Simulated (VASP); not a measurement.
# Ca (Cmcm) in VASP: single point with PBEsol

Aim: the single point of Ca with PBEsol.

Everything below comes from runs of VASP 6.6.1. Logs are shortened: lines on timing, memory, paths and dates and some standing lists are left out, and cuts for length are marked.

## 1. The cell of the first run

Symmetry: Cmcm, No. 63, orthorhombic system. The conventional cell has a = 3.848 Å, b = 6.695 Å, c = 6.328 Å, α = 90.00°, β = 90.00°, γ = 90.00°. Ca (site symmetry m2m) has 12 Ca at 3.85 to 3.87 Å within 5.1 Å.

This isn't the form of Ca at room conditions, which is fcc.

## 2. Single point, PBEsol

INCAR

```
SYSTEM = Ca
ALGO     = Normal         ! electronic algorithm
EDIFF    = 1E-6           ! SCF threshold, eV
ENCUT    = 520            ! plane-wave cutoff, eV
GGA      = PS             ! functional
ISIF     = 2              ! what is computed and relaxed
ISMEAR   = -1             ! smearing method
ISYM     = 0            
LASPH    = .TRUE.         ! aspherical terms in the spheres
LCHARG   = .FALSE.        ! write CHGCAR
LREAL    = .FALSE.        ! projectors in reciprocal space
LWAVE    = .FALSE.        ! write WAVECAR
NBANDS   = 17             ! bands
NELM     = 60             ! most SCF steps
PREC     = Accurate       ! precision mode
SIGMA    = 0.05           ! smearing width, eV
```

KPOINTS

```
Automatic mesh
0
Gamma
  10 10 5
  0.5 0.5 0.5
```

POSCAR

```
Ca
1.0
    3.8608253740     -0.0076088835      0.0000000000
   -1.9370021733      3.3397684118      0.0000000000
    0.0000000000      0.0000000000      6.3284270615
Ca
2
Direct
    0.3340265544      0.6659734456      0.2500000000
    0.6659734456      0.3340265544      0.7500000000
```

Potentials or basis: VASP PAW PBE potentials, release 64 (Ca_sv).

Command:

```
> cat potpaw_PBE.64/Ca_sv/POTCAR > POTCAR
> mpirun -np 1 vasp_std > vasp.out
```

OUTCAR:

```text
SYSTEM = Ca
   EDIFF = 1E-6
   ENCUT = 520
   GGA = PS
   ISIF = 2
   ISMEAR = -1
   ISYM = 0
   LASPH = .TRUE.
   LREAL = .FALSE.
   NELM = 60
   PREC = Accurate

 ion  position               nearest neighbor table
   1  0.334  0.666  0.250-
   2  0.666  0.334  0.750-

IMPORTANT INFORMATION: All symmetrisations will be switched off!
NOSYMM: (Re-)initialisation of all symmetry stuff for point group C_1.

----------------------------------------------------------------------------------------

                                     Primitive cell

  volume of cell :      81.5071

  direct lattice vectors                    reciprocal lattice vectors
     3.860825374 -0.007608884  0.000000000     0.259308369  0.150393923  0.000000000
    -1.937002173  3.339768412  0.000000000     0.000590774  0.299764596  0.000000000
     0.000000000  0.000000000  6.328427062     0.000000000  0.000000000  0.158017149

  length of vectors
     3.860832872  3.860832872  6.328427062     0.299765178  0.299765178  0.158017149

  position of ions in fractional coordinates (direct lattice)
     0.334026554  0.665973446  0.250000000
     0.665973446  0.334026554  0.750000000

  ion indices of the primitive-cell ions
   primitive index   ion index
                 1           1
                 2           2

----------------------------------------------------------------------------------------

 KPOINTS: Automatic mesh

Automatic generation of k-mesh.
 Grid dimensions read from file:
 generate k-points for:   10   10    5

 Generating k-lattice:

  Cartesian coordinates                     Fractional coordinates (reciprocal lattice)
     0.025930837  0.015039392  0.000000000     0.100000000  0.000000000  0.000000000
     0.000059077  0.029976460  0.000000000     0.000000000  0.100000000  0.000000000
     0.000000000  0.000000000  0.031603430     0.000000000  0.000000000  0.200000000

  Length of vectors
     0.029976518  0.029976518  0.031603430

  Shift w.r.t. Gamma in fractional coordinates (k-lattice)
     0.500000000  0.500000000  0.500000000

 Subroutine IBZKPT returns following result:
 ===========================================

 Found    250 irreducible k-points:

 Following reciprocal coordinates:
            Coordinates               Weight
  0.050000  0.050000  0.100000      2.000000
[... 38 lines left out ...]
   LSORBIT =      F    spin-orbit coupling
   LASPH  =      T    aspherical Exc in radial PAW
   ENCUT  =  520.0 eV  38.22 Ry    6.18 a.u.   7.18  7.18 11.77*2*pi/ulx,y,z
   NELM   =     60;   NELMIN=  2; NELMDL= -5     # of ELM steps
   EDIFF  = 0.1E-05   stopping-criterion for ELM
   LREAL  =      F    real-space projection
   EDIFFG = 0.1E-04   stopping-criterion for IOM
   NSW    =      0    number of steps for IOM
   IBRION =     -1    ionic relax: 0-MD 1-quasi-New 2-CG
   NFREE  =      0    steps in history (QN), initial steepest desc. (CG)
   ISIF   =      2    stress and relaxation
   ISYM   =      0    0-nonsym 1-usesym 2-fastsym
   POTIM  = 0.5000    time-step for ionic-motion
   TEBEG  =    0.0;   TEEND  =   0.0 temperature during run
   PSTRESS=    0.0 pullay stress
   NELECT =      20.0000    total number of electrons
   NUPDOWN=      -1.0000    fix difference up-down
   EMIN   =  10.00;   EMAX   =-10.00  energy-range for DOS
   EFERMI =   0.00;   METHOD = LEGACY
   ISMEAR =    -1;   SIGMA  =   0.05  broadening in eV -4-tet -1-fermi 0-gaus
   EFERMI_NEDOS =   21; number of points for ismear=-14 and -15
   IALGO  =     38    algorithm
   IMIX   =      4    mixing-type and parameters
     AMIX     =   0.40;   BMIX     =  1.00
     AMIX_MAG =   1.60;   BMIX_MAG =  1.00
  volume/ion in A,a.u.               =      40.75       275.02
  Fermi-wavevector in a.u.,A,eV,Ry     =   1.024911  1.936802 14.292148  1.050443
  Thomas-Fermi vector in A             =   2.158724
   LORBIT       =      0    0 simple, 1 ext, 2 COOP (PROOUT), +10 PAW based schemes
   GGA     = PS    functional components
   LHFCALC =     F    Hartree Fock is set to
   AEXX    =    0.0000 exact exchange contribution
   IVDW    =     0    specifies the selected vdW correction
   LEPSILON=     F    determine dielectric tensor
   LRPA    =     F    only Hartree local field effects (RPA)
 non-spin polarized calculation
  energy-cutoff  :      520.00
  volume of cell :       81.51
 maximum number of plane-waves:      2212
 NGX is ok and might be reduce to    30
   NGX = 15   NGY = 15   NGZ = 23

 number of electron      20.0000000 magnetization

 Free energy of the ion-electron system (eV)
  ---------------------------------------------------
  ext. energy  EPLUGINS =         0.00000000
  ---------------------------------------------------
  free energy    TOTEN  =        -4.26775927 eV

  energy without entropy =       -4.24746224  energy(sigma->0) =       -4.25761075

 E-fermi :   2.0978     XC(G=0):  -7.9207

 val. band max:        2.0937964883   @ k =  -0.0500  -0.0500   0.1000
 cond. band min:       2.1176693054   @ k =   0.1500  -0.0500   0.1000
 fundamental gap:      0.0238728170
 Fermi energy:         2.0978213363

 k-point     1 :       0.0500    0.0500    0.1000
  band No.  band energies     occupation
      1     -39.7150      2.00000
      2     -39.7002      2.00000
      3     -20.8508      2.00000
      4     -20.7362      2.00000
      5     -20.7307      2.00000
      6     -20.7174      2.00000
[... 457 lines left out ...]
      4     -20.8052      2.00000
      5     -20.7969      2.00000
      6     -20.7557      2.00000
[... 9 lines left out ...]
     16       5.3355      0.00000
     17       5.5667      0.00000

 [... further k-points ...]

------------------------ aborting loop because EDIFF is reached ----------------------------------------

  FORCE on cell =-STRESS in cart. coord.  units (eV):
  Direction    XX          YY          ZZ          XY          YZ          ZX
  --------------------------------------------------------------------------------------
  -------------------------------------------------------------------------------------
  Total        0.0000115     -0.0045589      0.0064567     -0.0039486      0.0000012     -0.0000011
  in kB        0.0002259     -0.0896129      0.1269181     -0.0776166      0.0000240     -0.0000208
  external PRESSURE =       0.0125104 kB  Pullay stress =       0.0000000 kB

 VOLUME and BASIS-vectors are now :
 -----------------------------------------------------------------------------
  energy-cutoff  :      520.00
  volume of cell :       81.51
      direct lattice vectors                 reciprocal lattice vectors
     3.860825374 -0.007608884  0.000000000     0.259308369  0.150393923  0.000000000
    -1.937002173  3.339768412  0.000000000     0.000590774  0.299764596  0.000000000
     0.000000000  0.000000000  6.328427062     0.000000000  0.000000000  0.158017149

 POSITION                                       TOTAL-FORCE (eV/Angst)
 -----------------------------------------------------------------------------------
     -0.00037      2.22166      1.58211         0.000537     -0.000309     -0.000002
      1.92420      1.11050      4.74632        -0.000537      0.000309      0.000002
 -----------------------------------------------------------------------------------
    total drift:                                0.000001     -0.000000      0.000001

  FREE ENERGIE OF THE ION-ELECTRON SYSTEM (eV)
  ---------------------------------------------------
  free  energy   TOTEN  =        -4.2677592656 eV

  energy  without entropy=       -4.2474622441  energy(sigma->0) =       -4.25761075
```

stdout:

```text
POSCAR found type information on POSCAR Ca
 POSCAR found :  1 types and       2 ions
 scaLAPACK will be used
 -----------------------------------------------------------------------------
|                                                                             |
|                                                                             |
|     You enforced a specific xc type in the INCAR file but a different       |
|     I HOPE YOU KNOW WHAT YOU ARE DOING!                                     |
|                                                                             |
 -----------------------------------------------------------------------------

 LDA part: xc-table for (Slater+PW92), standard interpolation
 POSCAR, INCAR and KPOINTS ok, starting setup
 FFT: planning ... GRIDC
 FFT: planning ... GRID_SOFT
 FFT: planning ... GRID
 WAVECAR not read
 entering main loop
```

It took 8.2 min on 1 thread of Intel Xeon Platinum 8375C at 2.90GHz (Ice Lake), shared host; peak memory 0.41 GiB.

Results:

```
Free energy            : -4.2678 eV
Pressure               : 0.0 GPa
Band gap on the k mesh : zero (bands 10 and 11 overlap by 0.18 eV)
```

Levels at points of the mesh, in eV from the Fermi level:
| k point | band 8 | band 9 | band 10 | band 11 | band 12 | band 13 |
| --- | --- | --- | --- | --- | --- | --- |
| (0.05, 0.05, 0.10) | -22.80 | -4.01 | -1.23 | 0.00 | 2.02 | 2.34 |

Caveat: the PAW data sets were made with another functional, which shifts forces and pressure a little.

The gap in the log of VASP goes by the Fermi energy; the results here count the filled bands.